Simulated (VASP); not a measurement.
# In5Sb2As3 (P2) in VASP: further runs

In5Sb2As3 is run at these levels: PBE; tasks: single point, relaxation of cell and atoms.

Program: VASP 6.6.1. These are calculated values, not measurements. Logs are shortened: lines on timing, memory, paths and dates and some standing lists are left out, and cuts for length are marked.

### Step 1. The cell of the first run

It takes space group P2 (No. 3, monoclinic). Conventional cell: a = 8.869 Å, b = 2.928 Å, c = 10.647 Å, α = 90.00°, β = 102.31°, γ = 90.00°. Within 4.8 Å of In (site symmetry 1) lie 7 In at 2.93 to 4.66 Å and 7 As at 2.95 to 4.44 Å and 5 Sb at 4.14 to 4.78 Å. Within 4.8 Å of In (site symmetry 1) lie 6 As at 2.91 to 4.79 Å and 8 In at 2.93 to 4.66 Å and 4 Sb at 3.17 to 4.31 Å. In (site symmetry 2) has 6 In at 2.93 to 3.64 Å and 2 Sb at 3.26 Å within 3.9 Å. Sb (site symmetry 1) has 6 As at 2.89 to 4.68 Å and 2 Sb at 2.93 Å and 12 In at 3.17 to 4.78 Å within 4.8 Å. As (site symmetry 2) has 4 Sb at 2.89 to 3.92 Å and 2 As at 2.93 Å and 4 In at 2.95 to 3.96 Å within 4.0 Å. Within 3.3 Å of As (site symmetry 1) lie 3 As at 2.53 to 2.93 Å and 2 In at 2.91 to 2.99 Å.

### Step 2. Single point, PBE

The input, INCAR:

```
SYSTEM = In5Sb2As3
PREC = Accurate ; ENCUT = 520
EDIFF = 1E-7 ; ISMEAR = 0
SIGMA = 0.1 ; LREAL = .False.
LASPH = .True. ; NELM = 80
ALGO = Normal ; ISIF = 2
LWAVE = .False. ; LCHARG = .False.
GGA = PE ; NBANDS = 56
```

The input, KPOINTS:

```
regular mesh
0
Gamma
  2 6 2
  0 0 0
```

The input, POSCAR:

```
In5Sb2As3
1.0
    8.8676425107      0.0000000000      0.1537243604
    0.0000000000      2.9279975965      0.0000000000
   -2.4504730369      0.0000000000     10.3611553578
In Sb As
5 2 3
Direct
    0.7917728176      0.2657644939      0.6923263251
    0.6295991845      0.0792151469      0.9243228713
    0.3704008155      0.0792151469      0.0756771287
    0.2082271824      0.2657644939      0.3076736749
    0.0000000000     -0.0514307371      0.5000000000
    0.3292600743      0.0802163346      0.7016641423
    0.6707399257      0.0802163346      0.2983358577
    0.5000000000      0.1740282666      0.5000000000
    0.0670841091      0.1385052599      0.9065208669
    0.9329158909      0.1385052599      0.0934791331
```

Potentials or basis: VASP PAW PBE potentials, release 64 (In_d, Sb, As).

On the command line:

```console
$ cat potpaw_PBE.64/In_d/POTCAR potpaw_PBE.64/Sb/POTCAR potpaw_PBE.64/As/POTCAR > POTCAR
$ mpirun -np 1 vasp_std > vasp.out
```

OUTCAR:

```text
SYSTEM = In5Sb2As3
   PREC = Accurate
   ENCUT = 520
   EDIFF = 1E-7
   ISMEAR = 0
   LREAL = .False.
   LASPH = .True.
   NELM = 80
   ISIF = 2
   GGA = PE

 ion  position               nearest neighbor table
   1  0.792  0.266  0.692-   8 2.95   9 2.99   2 3.16   5 3.17   5 3.64   2 3.92
   2  0.630  0.079  0.924-  10 2.91   3 3.08   1 3.16   6 3.17   1 3.92
   3  0.370  0.079  0.076-   9 2.91   2 3.08   4 3.16   7 3.17   4 3.92
   4  0.208  0.266  0.308-   8 2.95  10 2.99   3 3.16   5 3.17   5 3.64   3 3.92
   5  0.000  0.949  0.500-   1 3.17   4 3.17   6 3.26   7 3.26   1 3.64   4 3.64
   6  0.329  0.080  0.702-   8 2.89   2 3.17   5 3.26
   7  0.671  0.080  0.298-   8 2.89   3 3.17   5 3.26
   8  0.500  0.174  0.500-   6 2.89   7 2.89   1 2.95   4 2.95
   9  0.067  0.139  0.907-  10 2.53   3 2.91   1 2.99
  10  0.933  0.139  0.093-   9 2.53   2 2.91   4 2.99

  LATTYP: Found a simple monoclinic cell.
 ALAT       =     8.8689748492
 B/A-ratio  =     0.3301393505
 C/A-ratio  =     1.2004756373
 COS(beta)  =    -0.2132543783

  Lattice vectors:

 A1 = (   8.8676425107,   0.0000000000,   0.1537243604)
 A2 = (   0.0000000000,   2.9279975965,   0.0000000000)
 A3 = (  -2.4504730369,   0.0000000000,  10.3611553578)

Analysis of symmetry for initial positions (statically):
=====================================================================
 Subroutine PRICEL returns:
 Original cell was already a primitive cell.

 Routine SETGRP: Setting up the symmetry group for a
 simple monoclinic supercell.

 Subroutine GETGRP returns: Found  2 space group operations
 (whereof  2 operations were pure point group operations)
 out of a pool of  4 trial point group operations.

The static configuration has the point symmetry C_2 .

Analysis of symmetry for dynamics (positions and initial velocities):
=====================================================================
 Subroutine PRICEL returns:
 Original cell was already a primitive cell.

 Routine SETGRP: Setting up the symmetry group for a
 simple monoclinic supercell.

 Subroutine GETGRP returns: Found  2 space group operations
 (whereof  2 operations were pure point group operations)
 out of a pool of  4 trial point group operations.

The dynamic configuration has the point symmetry C_2 .

 Subroutine INISYM returns: Found  2 space group operations
 (whereof  2 operations are pure point group operations),
 and found     1 'primitive' translations

----------------------------------------------------------------------------------------

                                     Primitive cell

  volume of cell :     270.1245

  direct lattice vectors                    reciprocal lattice vectors
     8.867642511  0.000000000  0.153724360     0.112309085  0.000000000  0.026561747
     0.000000000  2.927997597  0.000000000     0.000000000  0.341530335  0.000000000
    -2.450473037  0.000000000 10.361155358    -0.001666285  0.000000000  0.096120247

  length of vectors
     8.868974849  2.927997597 10.646988234     0.115407352  0.341530335  0.096134689

  position of ions in fractional coordinates (direct lattice)
     0.791772818  0.265764494  0.692326325
     0.629599185  0.079215147  0.924322871
     0.370400815  0.079215147  0.075677129
     0.208227182  0.265764494  0.307673675
     0.000000000  0.948569263  0.500000000
     0.329260074  0.080216335  0.701664142
     0.670739926  0.080216335  0.298335858
     0.500000000  0.174028267  0.500000000
     0.067084109  0.138505260  0.906520867
     0.932915891  0.138505260  0.093479133

  ion indices of the primitive-cell ions
   primitive index   ion index
                 1           1
                 2           2
                 3           3
                 4           4
                 5           5
                 6           6
                 7           7
                 8           8
                 9           9
                10          10

----------------------------------------------------------------------------------------

 KPOINTS: regular mesh

Automatic generation of k-mesh.
 Grid dimensions read from file:
 generate k-points for:    2    6    2

 Generating k-lattice:

  Cartesian coordinates                     Fractional coordinates (reciprocal lattice)
     0.056154542  0.000000000  0.013280873     0.500000000  0.000000000  0.000000000
     0.000000000  0.056921722  0.000000000     0.000000000  0.166666667  0.000000000
    -0.000833143  0.000000000  0.048060124     0.000000000  0.000000000  0.500000000

  Length of vectors
     0.057703676  0.056921722  0.048067344

  Shift w.r.t. Gamma in fractional coordinates (k-lattice)
     0.000000000  0.000000000  0.000000000

 Subroutine IBZKPT returns following result:
 ===========================================

 Found     16 irreducible k-points:

 Following reciprocal coordinates:
            Coordinates               Weight
  0.000000  0.000000  0.000000      1.000000
  0.500000  0.000000  0.000000      1.000000
  0.000000  0.166667  0.000000      2.000000
  0.500000  0.166667  0.000000      2.000000
  0.000000  0.333333  0.000000      2.000000
  0.500000  0.333333  0.000000      2.000000
[... 8 lines left out ...]
  0.000000  0.500000  0.500000      1.000000
  0.500000  0.500000  0.500000      1.000000
   k-points           NKPTS =     16   k-points in BZ     NKDIM =     16   number of bands    NBANDS=     56
   number of dos      NEDOS =    301   number of ions     NIONS =     10
   total plane-waves  NPLWV = 134400
   dimension x,y,z NGX =    70 NGY =   24 NGZ =   80
   dimension x,y,z NGXF=   140 NGYF=   48 NGZF=  160
   ions per type =               5   2   3
   NGX,Y,Z   is equivalent  to a cutoff of  13.12, 13.63, 12.49 a.u.
   NGXF,Y,Z  is equivalent  to a cutoff of  26.24, 27.25, 24.98 a.u.
 SYSTEM =  In5Sb2As3
   PREC   = accura    normal or accurate (medium, high low for compatibility)
   ISTART =      0    job   : 0-new  1-cont  2-samecut
   ICHARG =      2    charge: 1-file 2-atom 10-const
   ISPIN  =      1    spin polarized calculation?
   LNONCOLLINEAR =      F non collinear calculations
   LSORBIT =      F    spin-orbit coupling
   LASPH  =      T    aspherical Exc in radial PAW
   ENCUT  =  520.0 eV  38.22 Ry    6.18 a.u.  16.49  5.44 19.80*2*pi/ulx,y,z
   NELM   =     80;   NELMIN=  2; NELMDL= -5     # of ELM steps
   EDIFF  = 0.1E-06   stopping-criterion for ELM
   LREAL  =      F    real-space projection
   EDIFFG = 0.1E-05   stopping-criterion for IOM
   NSW    =      0    number of steps for IOM
   IBRION =     -1    ionic relax: 0-MD 1-quasi-New 2-CG
   NFREE  =      0    steps in history (QN), initial steepest desc. (CG)
   ISIF   =      2    stress and relaxation
   ISYM   =      2    0-nonsym 1-usesym 2-fastsym
   POTIM  = 0.5000    time-step for ionic-motion
   TEBEG  =    0.0;   TEEND  =   0.0 temperature during run
   PSTRESS=    0.0 pullay stress
   NELECT =      90.0000    total number of electrons
   NUPDOWN=      -1.0000    fix difference up-down
   EMIN   =  10.00;   EMAX   =-10.00  energy-range for DOS
   EFERMI =   0.00;   METHOD = LEGACY
   ISMEAR =     0;   SIGMA  =   0.10  broadening in eV -4-tet -1-fermi 0-gaus
   EFERMI_NEDOS =   21; number of points for ismear=-14 and -15
   IALGO  =     38    algorithm
   IMIX   =      4    mixing-type and parameters
     AMIX     =   0.40;   BMIX     =  1.00
     AMIX_MAG =   1.60;   BMIX_MAG =  1.00
  volume/ion in A,a.u.               =      27.01       182.29
  Fermi-wavevector in a.u.,A,eV,Ry     =   1.134926  2.144700 17.525089  1.288058
  Thomas-Fermi vector in A             =   2.271631
   LORBIT       =      0    0 simple, 1 ext, 2 COOP (PROOUT), +10 PAW based schemes
   GGA     = PE    functional components
   LHFCALC =     F    Hartree Fock is set to
   AEXX    =    0.0000 exact exchange contribution
   IVDW    =     0    specifies the selected vdW correction
   LEPSILON=     F    determine dielectric tensor
   LRPA    =     F    only Hartree local field effects (RPA)
 non-spin polarized calculation
 Gauss-broadening in eV      SIGMA  =   0.10
  energy-cutoff  :      520.00
  volume of cell :      270.12
 maximum number of plane-waves:      7329
 NGX is ok and might be reduce to    70
   NGX = 33   NGY = 11   NGZ = 39

 number of electron      90.0000005 magnetization

 Free energy of the ion-electron system (eV)
  ---------------------------------------------------
  ext. energy  EPLUGINS =         0.00000000
  ---------------------------------------------------
  free energy    TOTEN  =       -34.29301813 eV

  energy without entropy =      -34.27838936  energy(sigma->0) =      -34.28570375

 E-fermi :   6.0079     XC(G=0):  -9.7408

 val. band max:        5.9609387143   @ k =   0.5000   0.5000   0.5000
 cond. band min:       6.0315834219   @ k =   0.5000   0.5000   0.5000
 fundamental gap:      0.0706447076
 Fermi energy:         6.0079424086

 k-point     1 :       0.0000    0.0000    0.0000
  band No.  band energies     occupation
      1      -8.9778      2.00000
      2      -8.9288      2.00000
      3      -8.9062      2.00000
      4      -8.8893      2.00000
      5      -8.8450      2.00000
      6      -8.6625      2.00000
[... 48 lines left out ...]
     55      10.7615      0.00000
     56      11.2424      0.00000

 k-point     2 :       0.5000    0.0000    0.0000
  band No.  band energies     occupation
      1      -8.9778      2.00000
      2      -8.9275      2.00000
      3      -8.9050      2.00000
      4      -8.8922      2.00000
      5      -8.8451      2.00000
      6      -8.6448      2.00000
[... 48 lines left out ...]
     55      11.1930      0.00000
     56      11.2782      0.00000
[... 765 lines left out ...]
     55       8.8810      0.00000
     56       9.8846      0.00000

 k-point    16 :       0.5000    0.5000    0.5000
  band No.  band energies     occupation
      1      -8.7378      2.00000
      2      -8.7142      2.00000
      3      -8.6615      2.00000
      4      -8.6289      2.00000
      5      -8.6270      2.00000
      6      -8.5864      2.00000
[... 48 lines left out ...]
     55       9.2785      0.00000
     56       9.5177      0.00000

------------------------ aborting loop because EDIFF is reached ----------------------------------------

  FORCE on cell =-STRESS in cart. coord.  units (eV):
  Direction    XX          YY          ZZ          XY          YZ          ZX
  --------------------------------------------------------------------------------------
  -------------------------------------------------------------------------------------
  Total        0.1088842      0.1203855      0.0176982      0.0000000      0.0000000     -0.0294639
  in kB        0.6458201      0.7140370      0.1049723      0.0000000      0.0000000     -0.1747578
  external PRESSURE =       0.4882765 kB  Pullay stress =       0.0000000 kB

 VOLUME and BASIS-vectors are now :
 -----------------------------------------------------------------------------
  energy-cutoff  :      520.00
  volume of cell :      270.12
      direct lattice vectors                 reciprocal lattice vectors
     8.867642511  0.000000000  0.153724360     0.112309085  0.000000000  0.026561747
     0.000000000  2.927997597  0.000000000     0.000000000  0.341530335  0.000000000
    -2.450473037  0.000000000 10.361155358    -0.001666285  0.000000000  0.096120247

 POSITION                                       TOTAL-FORCE (eV/Angst)
 -----------------------------------------------------------------------------------
      5.32463      0.77816      7.29502        -0.008425      0.003168      0.011956
      3.31803      0.23194      9.67384         0.033532     -0.000440     -0.014724
      3.09914      0.23194      0.84104        -0.033532     -0.000440      0.014724
      1.09254      0.77816      3.21986         0.008425      0.003168     -0.011956
     -1.22524      2.77741      5.18058         0.000000     -0.005036      0.000000
      1.20035      0.23487      7.32067        -0.028758      0.001105      0.007700
      5.21682      0.23487      3.19421         0.028758      0.001105     -0.007700
      3.20858      0.50955      5.25744         0.000000     -0.000248      0.000000
     -1.62653      0.40554      9.40292         0.032873     -0.001191     -0.038980
      8.04370      0.40554      1.11196        -0.032873     -0.001191      0.038980
 -----------------------------------------------------------------------------------
    total drift:                                0.000003     -0.000609     -0.000013

  FREE ENERGIE OF THE ION-ELECTRON SYSTEM (eV)
  ---------------------------------------------------
  free  energy   TOTEN  =       -34.2930181322 eV

  energy  without entropy=      -34.2783893635  energy(sigma->0) =      -34.28570375
```

It took 3.2 min on 1 thread of Intel Xeon 6975P-C (Granite Rapids), shared host; peak memory 0.46 GiB.

What came out:

| Item | Value |
| --- | --- |
| Free energy | -34.2930 eV |
| Pressure | 0.0 GPa |
| Largest force | 0.051 eV/Å |
| Band gap on the k mesh | zero (bands 45 and 46 overlap by 2.82 eV) |

Forces on the atoms (eV/Å):
```
In  -0.008  0.003  0.012
In   0.034  0.000 -0.015
In  -0.034  0.000  0.015
In   0.008  0.003 -0.012
In   0.000 -0.005  0.000
Sb  -0.029  0.001  0.008
Sb   0.029  0.001 -0.008
As   0.000  0.000  0.000
As   0.033 -0.001 -0.039
As  -0.033 -0.001  0.039
```

Levels at points of the mesh, in eV from the Fermi level:
```tsv
k point	band 41	band 42	band 43	band 44	band 45	band 46	band 47	band 48	band 49	band 50
(0.00, 0.00, 0.00)	-1.22	-0.96	-0.84	-0.75	-0.35	0.70	1.51	1.63	3.46	3.62
(0.50, 0.00, 0.00)	-2.43	-2.07	-1.67	1.29	1.73	1.79	2.25	2.39	2.55	2.77
(0.00, 0.50, 0.00)	-1.84	-1.83	-1.60	-1.60	-1.10	-0.79	0.20	0.26	0.80	1.04
(0.50, 0.50, 0.00)	-1.81	-1.79	-1.08	-0.97	-0.52	-0.43	-0.35	-0.23	0.21	0.47
(0.00, 0.00, 0.50)	-1.62	-1.48	-0.85	-0.82	0.85	1.19	2.10	2.36	2.62	2.79
(0.50, 0.00, 0.50)	-1.15	-1.03	-0.66	-0.23	-0.08	0.51	0.70	3.38	3.63	3.67
(0.00, 0.50, 0.50)	-1.98	-1.78	-1.05	-1.02	-0.88	-0.53	-0.41	0.35	0.92	0.98
(0.50, 0.50, 0.50)	-1.72	-1.66	-1.48	-1.24	-1.14	-1.09	-0.63	-0.05	0.02	1.65
```

Caveat: the k points lie up to 0.36 Å⁻¹ apart, too coarse for converged energies and pressures of a metal; spin-orbit coupling is left out, which moves the levels of the heavy elements.

(Part 1 of 2 ends here.)

The gap in the log of VASP goes by the Fermi energy; the results here count the filled bands.